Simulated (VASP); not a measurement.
# BaTiO3 (R3m) in VASP: further runs, part 2 of 2

VASP 6.6.1. The steps go on from the part before.

## 3. Relaxation of cell and atoms, PBE

File INCAR:

```
SYSTEM = BaTiO3
  PREC = Accurate
  ENCUT = 600
  EDIFF = 1E-6
  ISMEAR = 0
  SIGMA = 0.01
  LREAL = .False.
  LASPH = .True.
  NELM = 100
  ALGO = Normal
  ISIF = 3
  LWAVE = .False.
  LCHARG = .False.
  GGA = PE
  IBRION = 2
  NSW = 80
  EDIFFG = -0.001
```

File KPOINTS:

```
regular mesh
0
Gamma
  9 9 9
  0 0 0
```

File POSCAR:

```
BaTiO3
1.0
    2.8631729961      1.6530537000      2.3565033098
   -2.8631729961      1.6530537000      2.3565033098
    0.0000000000     -3.3061074001      2.3565033098
Ba Ti O
1 1 3
Direct
   -0.0054045580     -0.0054045580     -0.0054045580
    0.4803536279      0.4803536279      0.4803536279
    0.5112009885      0.5112009885      0.0218489532
    0.0218489532      0.5112009885      0.5112009885
    0.5112009885      0.0218489532      0.5112009885
```

Potentials or basis: VASP PAW PBE potentials, release 64 (Ba_sv, Ti_sv, O).

Launch:

```console
> cat potpaw_PBE.64/Ba_sv/POTCAR potpaw_PBE.64/Ti_sv/POTCAR potpaw_PBE.64/O/POTCAR > POTCAR
> mpirun -np 1 vasp_std > vasp.out
```

OUTCAR:

```text
SYSTEM = BaTiO3
   PREC = Accurate
   ENCUT = 600
   EDIFF = 1E-6
   ISMEAR = 0
   LREAL = .False.
   LASPH = .True.
   NELM = 100
   ISIF = 3
   GGA = PE
   IBRION = 2
   NSW = 80
   EDIFFG = -0.001

 ion  position               nearest neighbor table
   1  0.995  0.995  0.995-   3 2.78   4 2.78   5 2.78   4 2.87   5 2.87   5 2.87   4 2.87   3 2.87
                             3 2.87   3 2.98   4 2.98   5 2.98   2 3.43   2 3.48   2 3.48   2 3.48
   2  0.480  0.480  0.480-   4 1.87   5 1.87   3 1.87   5 2.21   4 2.21   3 2.21   1 3.43   1 3.48
                             1 3.48   1 3.48   1 3.54   1 3.54   1 3.54   1 3.64
   3  0.511  0.511  0.022-   2 1.87   2 2.21   1 2.78   1 2.87   1 2.87   1 2.98
   4  0.022  0.511  0.511-   2 1.87   2 2.21   1 2.78   1 2.87   1 2.87   1 2.98
   5  0.511  0.022  0.511-   2 1.87   2 2.21   1 2.78   1 2.87   1 2.87   1 2.98

  LATTYP: Found a trigonal (rhomboedric) cell.
 ALAT       =     4.0599820184
 COS(alpha) =     0.0053347301

  Lattice vectors:

 A1 = (   2.8631729961,   1.6530537000,   2.3565033098)
 A2 = (  -2.8631729961,   1.6530537000,   2.3565033098)
 A3 = (   0.0000000000,  -3.3061074001,   2.3565033098)

Analysis of symmetry for initial positions (statically):
=====================================================================
 Subroutine PRICEL returns:
 Original cell was already a primitive cell.

 Routine SETGRP: Setting up the symmetry group for a
 trigonal (rhombohedral) supercell.

 Subroutine GETGRP returns: Found  6 space group operations
 (whereof  6 operations were pure point group operations)
 out of a pool of 12 trial point group operations.

The static configuration has the point symmetry C_3v.

Analysis of symmetry for dynamics (positions and initial velocities):
=====================================================================
 Subroutine PRICEL returns:
 Original cell was already a primitive cell.

 Routine SETGRP: Setting up the symmetry group for a
 trigonal (rhombohedral) supercell.

 Subroutine GETGRP returns: Found  6 space group operations
 (whereof  6 operations were pure point group operations)
 out of a pool of 12 trial point group operations.

The dynamic configuration has the point symmetry C_3v.

 Subroutine INISYM returns: Found  6 space group operations
 (whereof  6 operations are pure point group operations),
 and found     1 'primitive' translations

----------------------------------------------------------------------------------------

                                     Primitive cell

  volume of cell :      66.9197

  direct lattice vectors                    reciprocal lattice vectors
     2.863172996  1.653053700  2.356503310     0.174631432  0.100823504  0.141452521
    -2.863172996  1.653053700  2.356503310    -0.174631432  0.100823504  0.141452521
     0.000000000 -3.306107400  2.356503310     0.000000000 -0.201647008  0.141452521

  length of vectors
     4.059982018  4.059982018  4.059982018     0.246313482  0.246313482  0.246313482

  position of ions in fractional coordinates (direct lattice)
     0.994595442  0.994595442  0.994595442
     0.480353628  0.480353628  0.480353628
[... 69 lines left out ...]
   dimension x,y,z NGXF=    64 NGYF=   64 NGZF=   64
   ions per type =               1   1   3
   NGX,Y,Z   is equivalent  to a cutoff of  13.10, 13.10, 13.10 a.u.
   NGXF,Y,Z  is equivalent  to a cutoff of  26.21, 26.21, 26.21 a.u.
 SYSTEM =  BaTiO3
   PREC   = accura    normal or accurate (medium, high low for compatibility)
   ISTART =      0    job   : 0-new  1-cont  2-samecut
   ICHARG =      2    charge: 1-file 2-atom 10-const
   ISPIN  =      1    spin polarized calculation?
   LNONCOLLINEAR =      F non collinear calculations
   LSORBIT =      F    spin-orbit coupling
   LASPH  =      T    aspherical Exc in radial PAW
   ENCUT  =  600.0 eV  44.10 Ry    6.64 a.u.   8.11  8.11  8.11*2*pi/ulx,y,z
   NELM   =    100;   NELMIN=  2; NELMDL= -5     # of ELM steps
   EDIFF  = 0.1E-05   stopping-criterion for ELM
   LREAL  =      F    real-space projection
   EDIFFG = -.1E-02   stopping-criterion for IOM
   NSW    =     80    number of steps for IOM
   IBRION =      2    ionic relax: 0-MD 1-quasi-New 2-CG
   NFREE  =      1    steps in history (QN), initial steepest desc. (CG)
   ISIF   =      3    stress and relaxation
   ISYM   =      2    0-nonsym 1-usesym 2-fastsym
   POTIM  = 0.5000    time-step for ionic-motion
   TEBEG  =    0.0;   TEEND  =   0.0 temperature during run
   PSTRESS=    0.0 pullay stress
   NELECT =      40.0000    total number of electrons
   NUPDOWN=      -1.0000    fix difference up-down
   EMIN   =  10.00;   EMAX   =-10.00  energy-range for DOS
   EFERMI =   0.00;   METHOD = LEGACY
   ISMEAR =     0;   SIGMA  =   0.01  broadening in eV -4-tet -1-fermi 0-gaus
   EFERMI_NEDOS =   21; number of points for ismear=-14 and -15
   IALGO  =     38    algorithm
   IMIX   =      4    mixing-type and parameters
     AMIX     =   0.40;   BMIX     =  1.00
     AMIX_MAG =   1.60;   BMIX_MAG =  1.00
  volume/ion in A,a.u.               =      13.38        90.32
  Fermi-wavevector in a.u.,A,eV,Ry     =   1.379040  2.606008 25.874899  1.901751
  Thomas-Fermi vector in A             =   2.504046
   LORBIT       =      0    0 simple, 1 ext, 2 COOP (PROOUT), +10 PAW based schemes
   GGA     = PE    functional components
   LHFCALC =     F    Hartree Fock is set to
   AEXX    =    0.0000 exact exchange contribution
   IVDW    =     0    specifies the selected vdW correction
   LEPSILON=     F    determine dielectric tensor
   LRPA    =     F    only Hartree local field effects (RPA)
 conjugate gradient relaxation of ions
 non-spin polarized calculation
 Gauss-broadening in eV      SIGMA  =   0.01
  energy-cutoff  :      600.00
  volume of cell :       66.92
 maximum number of plane-waves:      2278
   NGX = 17   NGY = 17   NGZ = 17

--------------------------------------- Ionic step        1  -------------------------------------------

 number of electron      39.9999996 magnetization

 Free energy of the ion-electron system (eV)
  ---------------------------------------------------
  ext. energy  EPLUGINS =         0.00000000
  ---------------------------------------------------
  free energy    TOTEN  =       -40.06225106 eV

  energy without entropy =      -40.06225106  energy(sigma->0) =      -40.06225106

------------------------ aborting loop because EDIFF is reached ----------------------------------------

  FORCE on cell =-STRESS in cart. coord.  units (eV):
  Direction    XX          YY          ZZ          XY          YZ          ZX
  --------------------------------------------------------------------------------------
  -------------------------------------------------------------------------------------
  Total        0.5985745      0.5985745      0.5581193      0.0000000     -0.0000000      0.0000000
  in kB       14.3309497     14.3309497     13.3623788      0.0000000     -0.0000000      0.0000000
  external PRESSURE =      14.0080927 kB  Pullay stress =       0.0000000 kB
[... 98 lines left out ...]
  FREE ENERGIE OF THE ION-ELECTRON SYSTEM (eV)
  ---------------------------------------------------
  free  energy   TOTEN  =       -40.0647541768 eV

  energy  without entropy=      -40.0647541768  energy(sigma->0) =      -40.06475418

[... ionic steps 4 to 26 ...]

--------------------------------------- Ionic step       27  -------------------------------------------

 number of electron      39.9999992 magnetization

------------------------ aborting loop because EDIFF is reached ----------------------------------------
[... 73 lines left out ...]
--------------------------------------- Ionic step       29  -------------------------------------------

 number of electron      39.9999992 magnetization

 Free energy of the ion-electron system (eV)
  ---------------------------------------------------
  ext. energy  EPLUGINS =         0.00000000
  ---------------------------------------------------
  free energy    TOTEN  =       -40.06512268 eV

  energy without entropy =      -40.06512268  energy(sigma->0) =      -40.06512268

 E-fermi :   3.3952     XC(G=0): -10.9539

 val. band max:        3.3205324702   @ k =   0.4444   0.4444   0.4444
 cond. band min:       5.9201258982   @ k =   0.1111   0.0000   0.0000
 fundamental gap:      2.5995934279
 Fermi energy:         3.3952329299

 k-point     1 :       0.0000    0.0000    0.0000
  band No.  band energies     occupation
      1     -52.9666      2.00000
      2     -29.2206      2.00000
      3     -29.2157      2.00000
      4     -29.2157      2.00000
      5     -21.5742      2.00000
      6     -13.3291      2.00000
[... 637 lines left out ...]
     23       7.3970      0.00000
     24       8.1898      0.00000

 [... further k-points ...]
[... 5 lines left out ...]
  --------------------------------------------------------------------------------------
  -------------------------------------------------------------------------------------
  Total       -0.0046240     -0.0046240     -0.0025978      0.0000000      0.0000000      0.0000000
  in kB       -0.1096060     -0.1096060     -0.0615777      0.0000000      0.0000000      0.0000000
  external PRESSURE =      -0.0935966 kB  Pullay stress =       0.0000000 kB
[... 20 lines left out ...]
  FREE ENERGIE OF THE ION-ELECTRON SYSTEM (eV)
  ---------------------------------------------------
  free  energy   TOTEN  =       -40.0651226847 eV

  energy  without entropy=      -40.0651226847  energy(sigma->0) =      -40.06512268

 reached required accuracy - stopping structural energy minimisation
```

Run time: 13 min. Hardware: 1 thread of Intel Xeon 6975P-C, shared host; peak memory 0.32 GiB.

What came out:

- Free energy: -40.0651 eV
- Relaxed volume: 13.52 Å³/atom
- Relaxed cell: a = 4.074 Å, b = 4.074 Å, c = 4.074 Å, α = 89.70°, β = 89.70°, γ = 89.70°
- Space group after relaxing (to 0.05 Å): R3m (No. 160)
- Energy gained by relaxing: 0.6 meV/atom
- Ionic steps: 29
- Pressure after relaxing: 0.0 GPa
- Band gap on the k mesh: 2.60 eV, indirect (least direct gap 3.05 eV)

Step by step:
| step | energy change (eV) | largest force (eV/Å) | pressure (GPa) | volume (Å³) |
| --- | --- | --- | --- | --- |
| 1 | 0.0000 | 0.0855 | 1.40 | 66.92 |
| 2 | 0.0007 | 0.1707 | -1.45 | 68.06 |
| 3 | -0.0025 | 0.0444 | 0.04 | 67.45 |
| 4 | -0.0028 | 0.0233 | 0.03 | 67.52 |
| 5 | -0.0029 | 0.0095 | 0.01 | 67.59 |
| 6 | -0.0029 | 0.0035 | -0.02 | 67.60 |
| 7 | -0.0029 | 0.0022 | -0.02 | 67.60 |
| 8 | -0.0029 | 0.0042 | 0.01 | 67.59 |
| 9 | -0.0029 | 0.0016 | 0.00 | 67.59 |
| 10 | -0.0029 | 0.0027 | 0.01 | 67.59 |
| 11 | -0.0029 | 0.0033 | 0.01 | 67.58 |
| 12 | -0.0029 | 0.0017 | 0.01 | 67.58 |
| 13 | -0.0029 | 0.0011 | 0.02 | 67.58 |
| 14 | -0.0029 | 0.0005 | 0.03 | 67.59 |
| 15 | -0.0029 | 0.0028 | -0.02 | 67.60 |
| 16 | -0.0029 | 0.0012 | 0.00 | 67.59 |
| 17 | -0.0029 | 0.0006 | -0.01 | 67.59 |
| 18 | -0.0029 | 0.0003 | -0.01 | 67.59 |
| 19 | -0.0029 | 0.0016 | 0.00 | 67.59 |
| 20 | -0.0029 | 0.0004 | 0.00 | 67.59 |
| 21 | -0.0029 | 0.0006 | 0.01 | 67.59 |
| 22 | -0.0029 | 0.0006 | 0.00 | 67.59 |
| 23 | -0.0029 | 0.0005 | 0.01 | 67.59 |
| 24 | -0.0029 | 0.0006 | 0.02 | 67.59 |
| 25 | -0.0029 | 0.0017 | -0.03 | 67.60 |
| 26 | -0.0029 | 0.0013 | -0.03 | 67.60 |
| 27 | -0.0029 | 0.0010 | -0.02 | 67.59 |
| 28 | -0.0029 | 0.0008 | -0.01 | 67.59 |
| 29 | -0.0029 | 0.0008 | -0.01 | 67.59 |

Final structure:
```
Ba Ti O
1.0
     2.87283    1.65863    2.36422
    -2.87283    1.65863    2.36422
     0.00000   -3.31725    2.36422
Ba Ti O
1 1 3
Direct
  0.99526 0.99526 0.99526
  0.48012 0.48012 0.48012
  0.51080 0.51080 0.02222
  0.02222 0.51080 0.51080
  0.51080 0.02222 0.51080
```

Caveat: spin-orbit coupling is left out, which moves the levels of the heavy elements. PBE usually gives volumes a little too large and moduli too small.
